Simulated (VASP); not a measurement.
# W3N4 (Pm-3m) in VASP: density of states with PBE

Aim: the density of states of W3N4 with PBE.

Everything below comes from runs of VASP 6.6.1. Logs are shortened: lines on timing, memory, paths and dates and some standing lists are left out, and cuts for length are marked.

### Step 1. The cell of the first run

The structure is cubic, space group Pm-3m (No. 221). The conventional cell has a = 4.122 Å, b = 4.122 Å, c = 4.122 Å, α = 90.00°, β = 90.00°, γ = 90.00°. W (site symmetry 4/mmm) has 6 N at 2.06 Å within 2.7 Å. N (site symmetry m-3m) has 6 W at 2.06 Å within 2.7 Å. Within 2.7 Å of N (site symmetry 4/mmm) lie 4 W at 2.06 Å.

### Step 2. Density of states, PBE

Contents of POSCAR:

```
W3N4
1.0
    4.1220000000      0.0000000000      0.0000000000
    0.0000000000      4.1220000000      0.0000000000
    0.0000000000      0.0000000000      4.1220000000
W N
3 4
Direct
    0.5000000000      0.5000000000      0.0000000000
    0.0000000000      0.5000000000      0.5000000000
    0.5000000000      0.0000000000      0.5000000000
    0.5000000000      0.5000000000      0.5000000000
    0.5000000000      0.0000000000      0.0000000000
    0.0000000000      0.5000000000      0.0000000000
    0.0000000000      0.0000000000      0.5000000000
```

Contents of INCAR.step1:

```
PREC = Accurate ; ENCUT = 520
EDIFF = 1E-7 ; ISMEAR = 0
SIGMA = 0.05 ; LREAL = F
LASPH = T ; NELM = 60
ALGO = Normal ; ISIF = 2
LWAVE = F ; LCHARG = T
LMAXMIX = 4 ; GGA = PE
NBANDS = 40
```

Contents of KPOINTS.step1:

```
regular mesh
0
Gamma
  6 6 6
```

Contents of INCAR.step2:

```
PREC = Accurate ; ENCUT = 520
EDIFF = 1E-7 ; ISMEAR = -5
SIGMA = 0.05 ; LREAL = F
LASPH = T ; NELM = 60
ALGO = Normal ; ISIF = 2
LWAVE = F ; LCHARG = F
LMAXMIX = 4 ; GGA = PE
LORBIT = 10 ; NBANDS = 40
NEDOS = 1001 ; ICHARG = 11
```

Contents of KPOINTS.step2:

```
regular mesh
0
Gamma
  9 9 9
```

Potentials or basis: VASP PAW PBE potentials, release 64 (W_sv, N).

Started as:

```sh
cat potpaw_PBE.64/W_sv/POTCAR potpaw_PBE.64/N/POTCAR > POTCAR
cp INCAR.step1 INCAR
cp KPOINTS.step1 KPOINTS
mpirun -np 1 vasp_std > vasp.out
cp INCAR.step2 INCAR
cp KPOINTS.step2 KPOINTS
mpirun -np 1 vasp_std > vasp.out
```

OUTCAR:

```text
PREC = Accurate
   ENCUT = 520
   EDIFF = 1E-7
   ISMEAR = -5
   LREAL = F
   LASPH = T
   NELM = 60
   ISIF = 2
   GGA = PE
   LORBIT = 10
   ICHARG = 11

 ion  position               nearest neighbor table
   1  0.500  0.500  0.000-   4 2.06   5 2.06   6 2.06   4 2.06   5 2.06   6 2.06   3 2.91   3 2.91
                             3 2.91   2 2.91   3 2.91   2 2.91   2 2.91   2 2.91
   2  0.000  0.500  0.500-   4 2.06   6 2.06   7 2.06   6 2.06   7 2.06   4 2.06   3 2.91   3 2.91
                             1 2.91   1 2.91   3 2.91   1 2.91   1 2.91   3 2.91
   3  0.500  0.000  0.500-   4 2.06   5 2.06   7 2.06   5 2.06   4 2.06   7 2.06   2 2.91   1 2.91
                             2 2.91   1 2.91   1 2.91   2 2.91   1 2.91   2 2.91
   4  0.500  0.500  0.500-   1 2.06   2 2.06   3 2.06   1 2.06   3 2.06   2 2.06
   5  0.500  0.000  0.000-   1 2.06   3 2.06   3 2.06   1 2.06
   6  0.000  0.500  0.000-   1 2.06   2 2.06   2 2.06   1 2.06
   7  0.000  0.000  0.500-   2 2.06   3 2.06   2 2.06   3 2.06

  LATTYP: Found a simple cubic cell.
 ALAT       =     4.1220000000

  Lattice vectors:

 A1 = (   4.1220000000,   0.0000000000,   0.0000000000)
 A2 = (   0.0000000000,   4.1220000000,   0.0000000000)
 A3 = (   0.0000000000,   0.0000000000,   4.1220000000)

Analysis of symmetry for initial positions (statically):
=====================================================================
 Subroutine PRICEL returns:
 Original cell was already a primitive cell.

 Routine SETGRP: Setting up the symmetry group for a
 simple cubic supercell.

 Subroutine GETGRP returns: Found 48 space group operations
[... 9 lines left out ...]

 Routine SETGRP: Setting up the symmetry group for a
 simple cubic supercell.

 Subroutine GETGRP returns: Found 48 space group operations
[... 11 lines left out ...]
                                     Primitive cell

  volume of cell :      70.0364

  direct lattice vectors                    reciprocal lattice vectors
     4.122000000  0.000000000  0.000000000     0.242600679  0.000000000  0.000000000
     0.000000000  4.122000000  0.000000000     0.000000000  0.242600679  0.000000000
     0.000000000  0.000000000  4.122000000     0.000000000  0.000000000  0.242600679

  length of vectors
     4.122000000  4.122000000  4.122000000     0.242600679  0.242600679  0.242600679

  position of ions in fractional coordinates (direct lattice)
     0.500000000  0.500000000  0.000000000
     0.000000000  0.500000000  0.500000000
     0.500000000  0.000000000  0.500000000
     0.500000000  0.500000000  0.500000000
     0.500000000  0.000000000  0.000000000
     0.000000000  0.500000000  0.000000000
     0.000000000  0.000000000  0.500000000

  ion indices of the primitive-cell ions
   primitive index   ion index
                 1           1
                 2           2
                 3           3
                 4           4
                 5           5
                 6           6
                 7           7

----------------------------------------------------------------------------------------

 KPOINTS: regular mesh

Automatic generation of k-mesh.
 Grid dimensions read from file:
 generate k-points for:    9    9    9

 Generating k-lattice:

  Cartesian coordinates                     Fractional coordinates (reciprocal lattice)
     0.026955631  0.000000000  0.000000000     0.111111111  0.000000000  0.000000000
     0.000000000  0.026955631  0.000000000     0.000000000  0.111111111  0.000000000
     0.000000000  0.000000000  0.026955631     0.000000000  0.000000000  0.111111111

  Length of vectors
     0.026955631  0.026955631  0.026955631

  Shift w.r.t. Gamma in fractional coordinates (k-lattice)
     0.000000000  0.000000000  0.000000000

 TETIRR: Found    353 inequivalent tetrahedra from     4374

 Subroutine IBZKPT returns following result:
 ===========================================

 Found     35 irreducible k-points:

 Following reciprocal coordinates:
            Coordinates               Weight
  0.000000  0.000000  0.000000      1.000000
  0.111111  0.000000  0.000000      6.000000
  0.222222  0.000000  0.000000      6.000000
  0.333333  0.000000  0.000000      6.000000
  0.444444  0.000000  0.000000      6.000000
  0.111111  0.111111  0.000000     12.000000
[... 16 lines left out ...]
  0.333333  0.333333  0.111111     24.000000
  0.444444  0.333333  0.111111     48.000000
 [... further k-points ...]
   k-points           NKPTS =     35   k-points in BZ     NKDIM =     35   number of bands    NBANDS=     40
   number of dos      NEDOS =   1001   number of ions     NIONS =      7
   total plane-waves  NPLWV =  32768
   dimension x,y,z NGX =    32 NGY =   32 NGZ =   32
   dimension x,y,z NGXF=    64 NGYF=   64 NGZF=   64
   ions per type =               3   4
   NGX,Y,Z   is equivalent  to a cutoff of  12.91, 12.91, 12.91 a.u.
   NGXF,Y,Z  is equivalent  to a cutoff of  25.81, 25.81, 25.81 a.u.
 SYSTEM =  unknown system
   PREC   = accura    normal or accurate (medium, high low for compatibility)
   ISTART =      0    job   : 0-new  1-cont  2-samecut
   ICHARG =     11    charge: 1-file 2-atom 10-const
   ISPIN  =      1    spin polarized calculation?
   LNONCOLLINEAR =      F non collinear calculations
   LSORBIT =      F    spin-orbit coupling
   LASPH  =      T    aspherical Exc in radial PAW
   ENCUT  =  520.0 eV  38.22 Ry    6.18 a.u.   7.66  7.66  7.66*2*pi/ulx,y,z
   NELM   =     60;   NELMIN=  2; NELMDL=  0     # of ELM steps
   EDIFF  = 0.1E-06   stopping-criterion for ELM
   LREAL  =      F    real-space projection
   EDIFFG = 0.1E-05   stopping-criterion for IOM
   NSW    =      0    number of steps for IOM
   IBRION =     -1    ionic relax: 0-MD 1-quasi-New 2-CG
   NFREE  =      0    steps in history (QN), initial steepest desc. (CG)
   ISIF   =      2    stress and relaxation
   ISYM   =      2    0-nonsym 1-usesym 2-fastsym
   POTIM  = 0.5000    time-step for ionic-motion
   TEBEG  =    0.0;   TEEND  =   0.0 temperature during run
   PSTRESS=    0.0 pullay stress
   NELECT =      62.0000    total number of electrons
   NUPDOWN=      -1.0000    fix difference up-down
   EMIN   =  10.00;   EMAX   =-10.00  energy-range for DOS
   EFERMI =   0.00;   METHOD = LEGACY
   ISMEAR =    -5;   SIGMA  =   0.05  broadening in eV -4-tet -1-fermi 0-gaus
   EFERMI_NEDOS =   21; number of points for ismear=-14 and -15
   IALGO  =     38    algorithm
   IMIX   =      4    mixing-type and parameters
     AMIX     =   0.40;   BMIX     =  1.00
     AMIX_MAG =   1.60;   BMIX_MAG =  1.00
  volume/ion in A,a.u.               =      10.01        67.52
  Fermi-wavevector in a.u.,A,eV,Ry     =   1.571921  2.970500 33.619124  2.470936
  Thomas-Fermi vector in A             =   2.673433
   LORBIT       =     10    0 simple, 1 ext, 2 COOP (PROOUT), +10 PAW based schemes
   GGA     = PE    functional components
   LHFCALC =     F    Hartree Fock is set to
   AEXX    =    0.0000 exact exchange contribution
   IVDW    =     0    specifies the selected vdW correction
   LEPSILON=     F    determine dielectric tensor
   LRPA    =     F    only Hartree local field effects (RPA)
 non-spin polarized calculation
 Fermi weights with tetrahedron method with Bloechl corrections
  energy-cutoff  :      520.00
  volume of cell :       70.04
 maximum number of plane-waves:      1900
 NGX is ok and might be reduce to    32

 number of electron      62.0000007 magnetization

 Free energy of the ion-electron system (eV)
  ---------------------------------------------------
  ext. energy  EPLUGINS =         0.00000000
  ---------------------------------------------------
  free energy    TOTEN  =       -72.17876249 eV

  energy without entropy =      -72.17876249  energy(sigma->0) =      -72.17876249

 E-fermi :  11.5151     XC(G=0): -13.3790

 val. band max:       11.5998349999   @ k =   0.2222   0.2222   0.1111
 cond. band min:      11.3436281869   @ k =   0.0000   0.0000   0.0000
 fundamental gap:     -0.2562068130
 Fermi energy:        11.5151076854

 k-point     1 :       0.0000    0.0000    0.0000
  band No.  band energies     occupation
      1     -64.1296      2.00000
      2     -64.0406      2.00000
      3     -64.0406      2.00000
      4     -28.8780      2.00000
      5     -28.8780      2.00000
      6     -28.8780      2.00000
[... 32 lines left out ...]
     39      14.5792      0.00000
     40      14.5792      0.00000

 k-point     2 :       0.1111    0.0000    0.0000
  band No.  band energies     occupation
      1     -64.1273      2.00000
      2     -64.0430      2.00000
      3     -64.0406      2.00000
      4     -28.8676      2.00000
      5     -28.8676      2.00000
      6     -28.8627      2.00000
[... 32 lines left out ...]
     39      14.4818      0.00000
     40      14.5803      0.00000

 k-point     3 :       0.2222    0.0000    0.0000
  band No.  band energies     occupation
      1     -64.1205      2.00000
      2     -64.0497      2.00000
      3     -64.0406      2.00000
      4     -28.8396      2.00000
      5     -28.8396      2.00000
      6     -28.8183      2.00000
[... 32 lines left out ...]
     39      14.1460      0.00000
     40      14.5831      0.00000

 k-point     4 :       0.3333    0.0000    0.0000
  band No.  band energies     occupation
      1     -64.1108      2.00000
      2     -64.0593      2.00000
      3     -64.0405      2.00000
      4     -28.8040      2.00000
      5     -28.8040      2.00000
      6     -28.7520      2.00000
[... 32 lines left out ...]
     39      14.4566      0.00000
     40      14.5862      0.00000
[... 772 lines left out ...]
     39      15.8413      0.00000
     40      16.3578      0.00000

 k-point    23 :       0.3333    0.3333    0.1111
  band No.  band energies     occupation
      1     -64.0938      2.00000
      2     -64.0626      2.00000
      3     -64.0536      2.00000
      4     -29.0287      2.00000
      5     -28.6597      2.00000
      6     -28.5795      2.00000
[... 32 lines left out ...]
     39      15.9149      0.00000
     40      16.4954      0.00000

 k-point    24 :       0.4444    0.3333    0.1111
  band No.  band energies     occupation
      1     -64.0857      2.00000
      2     -64.0683      2.00000
      3     -64.0558      2.00000
      4     -29.0509      2.00000
      5     -28.6358      2.00000
      6     -28.6176      2.00000
[... 32 lines left out ...]
     39      16.0209      0.00000
     40      16.3452      0.00000

 [... further k-points ...]
[... 5 lines left out ...]
  --------------------------------------------------------------------------------------
  -------------------------------------------------------------------------------------
  Total       11.9164001     11.9164001     11.9164001      0.0000000      0.0000000      0.0000000
  in kB      272.6036697    272.6036697    272.6036697      0.0000000      0.0000000      0.0000000
  external PRESSURE =     272.6036697 kB  Pullay stress =       0.0000000 kB

 VOLUME and BASIS-vectors are now :
 -----------------------------------------------------------------------------
  energy-cutoff  :      520.00
  volume of cell :       70.04
      direct lattice vectors                 reciprocal lattice vectors
     4.122000000  0.000000000  0.000000000     0.242600679  0.000000000  0.000000000
     0.000000000  4.122000000  0.000000000     0.000000000  0.242600679  0.000000000
     0.000000000  0.000000000  4.122000000     0.000000000  0.000000000  0.242600679

 POSITION                                       TOTAL-FORCE (eV/Angst)
 -----------------------------------------------------------------------------------
      2.06100      2.06100      0.00000         0.000000      0.000000      0.000000
      0.00000      2.06100      2.06100         0.000000      0.000000      0.000000
      2.06100      0.00000      2.06100         0.000000      0.000000      0.000000
      2.06100      2.06100      2.06100         0.000000      0.000000      0.000000
      2.06100      0.00000      0.00000         0.000000      0.000000      0.000000
      0.00000      2.06100      0.00000         0.000000      0.000000      0.000000
      0.00000      0.00000      2.06100         0.000000      0.000000      0.000000
 -----------------------------------------------------------------------------------
    total drift:                                0.000000     -0.000000     -0.000000

  FREE ENERGIE OF THE ION-ELECTRON SYSTEM (eV)
  ---------------------------------------------------
  free  energy   TOTEN  =       -72.1787624896 eV

  energy  without entropy=      -72.1787624896  energy(sigma->0) =      -72.17876249

 total charge

# of ion       s       p       d       tot
------------------------------------------
    1        2.328   6.427   3.431  12.186
    2        2.328   6.427   3.431  12.186
    3        2.328   6.427   3.431  12.186
    4        1.239   2.689   0.000   3.928
    5        1.251   2.536   0.000   3.787
    6        1.251   2.536   0.000   3.787
    7        1.251   2.536   0.000   3.787
--------------------------------------------------
tot         11.979  29.577  10.292  51.848
```

It took 1.7 min on 1 thread of AMD EPYC 7R13 (Zen 3), shared host; peak memory 0.18 GiB.

What came out:

```
Valence electrons inside the program's atomic spheres : W 12.19; N 3.93, 3.79
```

Caveat: spin-orbit coupling is left out, which moves the levels of the heavy elements; tetrahedron occupations give inexact forces and stress in metals.
